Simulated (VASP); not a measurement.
# PbO2 (Fm-3m) in VASP: settings compared, part 2 of 2

VASP 6.6.1. The steps go on from the part before.

## (5) Single point, PBEsol-based screened hybrid with 25 % exact exchange

This run uses another cell than the first one, of 13.15 Å³/atom.

Input file POSCAR:

```
PbO2
1.0
    0.0000000000      2.7019920000      2.7019920000
    2.7019920000      0.0000000000      2.7019920000
    2.7019920000      2.7019920000      0.0000000000
Pb O
1 2
Direct
    0.0000000000      0.0000000000      0.0000000000
    0.7500000000      0.7500000000      0.7500000000
    0.2500000000      0.2500000000      0.2500000000
```

Input file INCAR.step1:

```
SYSTEM = PbO2
PREC = Accurate
ENCUT = 520
EDIFF = 1E-5
ISMEAR = -1
SIGMA = 0.05
LREAL = .FALSE.
LASPH = .TRUE.
NELM = 80
ALGO = Normal
ISIF = 2
LWAVE = .TRUE.
LCHARG = .FALSE.
NBANDS = 20
GGA = PE
KPAR = 2
```

Input file INCAR.step2:

```
SYSTEM = PbO2
PREC = Accurate
ENCUT = 520
EDIFF = 1E-7
ISMEAR = -1
SIGMA = 0.05
LREAL = .FALSE.
LASPH = .TRUE.
NELM = 80
ALGO = Normal
ISIF = 2
LWAVE = .FALSE.
LCHARG = .FALSE.
GGA = PS
LHFCALC = .TRUE.
AEXX = 0.25
HFSCREEN = 0.207
PRECFOCK = Normal
NBANDS = 20
ISTART = 1
KPAR = 2
```

Input file KPOINTS:

```
regular mesh
0
G
  5 5 5
  0 0 0
```

Potentials or basis: VASP PAW PBE potentials, release 64 (Pb_d, O).

On the command line:

```
$ cat potpaw_PBE.64/Pb_d/POTCAR potpaw_PBE.64/O/POTCAR > POTCAR
$ cp INCAR.step1 INCAR
$ mpirun -np 2 vasp_std > vasp.out
$ cp INCAR.step2 INCAR
$ mpirun -np 2 vasp_std > vasp.out
```

OUTCAR:

```text
SYSTEM = PbO2
   PREC = Accurate
   ENCUT = 520
   EDIFF = 1E-7
   ISMEAR = -1
   LREAL = .FALSE.
   LASPH = .TRUE.
   NELM = 80
   ISIF = 2
   GGA = PS
   LHFCALC = .TRUE.
   AEXX = 0.25
   HFSCREEN = 0.207
   PRECFOCK = Normal
   ISTART = 1

 ion  position               nearest neighbor table
   1  0.000  0.000  0.000-   2 2.34   2 2.34   2 2.34   3 2.34   3 2.34   3 2.34   3 2.34   2 2.34

   2  0.750  0.750  0.750-   1 2.34   1 2.34   1 2.34   1 2.34
   3  0.250  0.250  0.250-   1 2.34   1 2.34   1 2.34   1 2.34

  LATTYP: Found a face centered cubic cell.
 ALAT       =     5.4039840000

  Lattice vectors:

 A1 = (   0.0000000000,   2.7019920000,   2.7019920000)
 A2 = (   2.7019920000,   0.0000000000,   2.7019920000)
 A3 = (   2.7019920000,   2.7019920000,   0.0000000000)

Analysis of symmetry for initial positions (statically):
=====================================================================
 Subroutine PRICEL returns:
 Original cell was already a primitive cell.

 Routine SETGRP: Setting up the symmetry group for a
[... 157 lines left out ...]
  ---------------------------------------------------
  free energy    TOTEN  =       -20.69180388 eV

  energy without entropy =      -20.68805157  energy(sigma->0) =      -20.68992772

 E-fermi :   4.5408     XC(G=0):  -9.3566

 val. band max:        4.3718542737   @ k =  -0.4000   0.4000   0.2000
 cond. band min:       6.0141149052   @ k =   0.2000   0.2000   0.0000
 fundamental gap:      1.6422606315
 Fermi energy:         4.5407520334

 k-point     1 :       0.0000    0.0000    0.0000
  band No.  band energies     occupation
      1     -15.6575      2.00000
      2     -12.6984      2.00000
      3     -12.4449      2.00000
      4     -12.4449      2.00000
      5     -12.4449      2.00000
      6     -12.1474      2.00000
[... 219 lines left out ...]
     19      22.0390      0.00000
     20      23.7172      0.00000

------------------------ aborting loop because EDIFF is reached ----------------------------------------

  FORCE on cell =-STRESS in cart. coord.  units (eV):
  Direction    XX          YY          ZZ          XY          YZ          ZX
  --------------------------------------------------------------------------------------
  -------------------------------------------------------------------------------------
  Total       -3.6709595     -3.6709595     -3.6709595     -0.0000000      0.0000000      0.0000000
  in kB     -149.0760950   -149.0760950   -149.0760950     -0.0000000      0.0000000      0.0000000
  external PRESSURE =    -149.0760950 kB  Pullay stress =       0.0000000 kB

 VOLUME and BASIS-vectors are now :
 -----------------------------------------------------------------------------
  energy-cutoff  :      520.00
  volume of cell :       39.45
      direct lattice vectors                 reciprocal lattice vectors
     0.000000000  2.701992000  2.701992000    -0.185048660  0.185048660  0.185048660
     2.701992000  0.000000000  2.701992000     0.185048660 -0.185048660  0.185048660
     2.701992000  2.701992000  0.000000000     0.185048660  0.185048660 -0.185048660

 POSITION                                       TOTAL-FORCE (eV/Angst)
 -----------------------------------------------------------------------------------
      0.00000      0.00000      0.00000        -0.000000     -0.000000     -0.000000
      4.05299      4.05299      4.05299        -0.000000      0.000000      0.000000
      1.35100      1.35100      1.35100         0.000000     -0.000000     -0.000000
 -----------------------------------------------------------------------------------
    total drift:                                0.000000      0.000001      0.000005

  FREE ENERGIE OF THE ION-ELECTRON SYSTEM (eV)
  ---------------------------------------------------
  free  energy   TOTEN  =       -20.6918038820 eV

  energy  without entropy=      -20.6880515665  energy(sigma->0) =      -20.68992772
```

OSZICAR.step1:

```text
N       E                     dE             d eps       ncg     rms          rms(c)
DAV:   1     0.275695148087E+03    0.27570E+03   -0.13478E+04   408   0.161E+03
DAV:   2     0.812217240659E+01   -0.26757E+03   -0.25543E+03   416   0.439E+02
DAV:   3    -0.175051633154E+02   -0.25627E+02   -0.25184E+02   484   0.137E+02
DAV:   4    -0.183246669514E+02   -0.81950E+00   -0.81762E+00   440   0.242E+01
DAV:   5    -0.183478010990E+02   -0.23134E-01   -0.23133E-01   556   0.445E+00    0.953E+00
DAV:   6    -0.156324885242E+02    0.27153E+01   -0.11151E+01   596   0.408E+01    0.297E+00
DAV:   7    -0.156226511139E+02    0.98374E-02   -0.56852E-01   448   0.783E+00    0.171E+00
DAV:   8    -0.156238813032E+02   -0.12302E-02   -0.16658E-01   424   0.397E+00    0.830E-01
DAV:   9    -0.156135545389E+02    0.10327E-01   -0.28359E-02   548   0.199E+00    0.155E-01
DAV:  10    -0.156143077399E+02   -0.75320E-03   -0.48839E-03   428   0.480E-01    0.777E-02
DAV:  11    -0.156143032989E+02    0.44409E-05   -0.17227E-04   452   0.106E-01    0.318E-02
DAV:  12    -0.156143052821E+02   -0.19831E-05   -0.35468E-05   420   0.446E-02
   1 F= -.15614305E+02 E0= -.15612402E+02  d E =-.380678E-02
```

It took 13 min on 2 MPI ranks of Intel Xeon Platinum 8375C at 2.90GHz (Ice Lake), shared host; peak memory 0.27 GiB.

What came out:

* Free energy: -20.6918 eV
* Pressure: -14.9 GPa
* Band gap on the k mesh: zero (bands 13 and 14 overlap by 1.10 eV)

Caveat: the k points lie up to 0.40 Å⁻¹ apart, too coarse for converged energies and pressures of a metal; the PAW data sets were made with another functional, which shifts forces and pressure a little; spin-orbit coupling is left out, which moves the levels of the heavy elements.

## (6) Single point, r2SCAN0

This run uses another cell than the first one, of 13.15 Å³/atom.

POSCAR is that of step 5.

INCAR.step1, as its differences from that of step 5:

```diff
@@ -8,3 +8,3 @@
 LASPH = .TRUE.
-NELM = 80
+NELM = 100
 ALGO = Normal
@@ -12,3 +12,2 @@
 LWAVE = .TRUE.
-LCHARG = .FALSE.
 NBANDS = 20
```

Input file INCAR.step2:

```
SYSTEM = PbO2
PREC = Accurate
ENCUT = 520
EDIFF = 1E-7
ISMEAR = -1
SIGMA = 0.05
LREAL = .FALSE.
LASPH = .TRUE.
NELM = 100
ALGO = Normal
ISIF = 2
LWAVE = .FALSE.
LCHARG = .TRUE.
METAGGA = R2SCAN
LHFCALC = .TRUE.
AEXX = 0.25
LMIXTAU = .TRUE.
PRECFOCK = Normal
LVHAR = .TRUE.
NBANDS = 20
ISTART = 1
KPAR = 2
```

Input file KPOINTS:

```
Automatic mesh
0
G
  5 5 5
  0 0 0
```

Potentials or basis: VASP PAW PBE potentials, release 64 (Pb_d, O).

On the command line:

```
$ cat potpaw_PBE.64/Pb_d/POTCAR potpaw_PBE.64/O/POTCAR > POTCAR
$ cp INCAR.step1 INCAR
$ mpirun -np 2 vasp_std > vasp.out
$ cp INCAR.step2 INCAR
$ mpirun -np 2 vasp_std > vasp.out
```

Run time: 14 min. Hardware: 2 MPI ranks of Intel Xeon Platinum 8375C at 2.90GHz (Ice Lake), shared host; peak memory 0.17 GiB.

It converged, with:

```yaml
Free_energy: -63.1890 eV
Pressure: -14.8 GPa
Band_gap_on_the_k_mesh: zero (bands 13 and 14 overlap by 1.09 eV)
```

Levels at points of the mesh, in eV from the Fermi level:
```tsv
k point	band 11	band 12	band 13	band 14	band 15	band 16
(0.00, 0.00, 0.00)	-1.56	-1.26	-1.26	-1.26	9.65	9.65
```

Caveat: the k points lie up to 0.40 Å⁻¹ apart, too coarse for converged energies and pressures of a metal; the PAW data sets were made with another functional, which shifts forces and pressure a little; spin-orbit coupling is left out, which moves the levels of the heavy elements.

## (7) Overview

| level | potentials or basis | spin | cell | k mesh | smearing | grid for exact exchange (PRECFOCK) | share of exact exchange | screening parameter | gap on the mesh (eV) | pressure (GPa) | moment (μB) |
| --- | --- | --- | --- | --- | --- | --- | --- | --- | --- | --- | --- |
| LDA | VASP PAW LDA potentials, release 64 (Pb_d, O) | non-collinear, typed start, SOC | a = 3.547 Å, angles 60.0°, 3 atoms | 9 × 9 × 9 | tetrahedron | - | - | - | - | 37.6 | 0.00 |
| PBEsol | VASP PAW PBE potentials, release 64 (Pb_d, O) | non-collinear, zero start, SOC | a = 3.821 Å, angles 60.0°, 3 atoms | 9 × 9 × 9 | fermi-dirac 0.05 eV | - | - | - | - | -5.8 | 0.00 |
| PBE-based screened hybrid with 25 % exact exchange | VASP PAW PBE potentials, release 64 (Pb_d, O) | off | a = 3.821 Å, angles 60.0°, 3 atoms | 5 × 5 × 5 | fermi-dirac 0.05 eV | Normal | 0.25 | 0.3 1/Å | none | -10.2 | - |
| PBEsol-based screened hybrid with 25 % exact exchange | VASP PAW PBE potentials, release 64 (Pb_d, O) | off | a = 3.821 Å, angles 60.0°, 3 atoms | 5 × 5 × 5 | fermi-dirac 0.05 eV | Normal | 0.25 | 0.207 1/Å | none | -14.9 | - |
| r2SCAN0 | VASP PAW PBE potentials, release 64 (Pb_d, O) | off | a = 3.821 Å, angles 60.0°, 3 atoms | 5 × 5 × 5 | fermi-dirac 0.05 eV | Normal | 0.25 | - | none | -14.8 | - |

Alike in all rows: task single point; cutoff (eV) 520.

Caveats: some runs use coarse meshes; the PAW data sets were made with another functional, which shifts forces and pressure a little (at least some runs); spin-orbit coupling is left out, which moves the levels of the heavy elements (at least some runs); the cell stands under pressure (at least some runs); the cell stands under tension (at least some runs).

Absolute energies hang on the potentials; compare differences alone.

The gap in the log of VASP goes by the Fermi energy; the results here count the filled bands.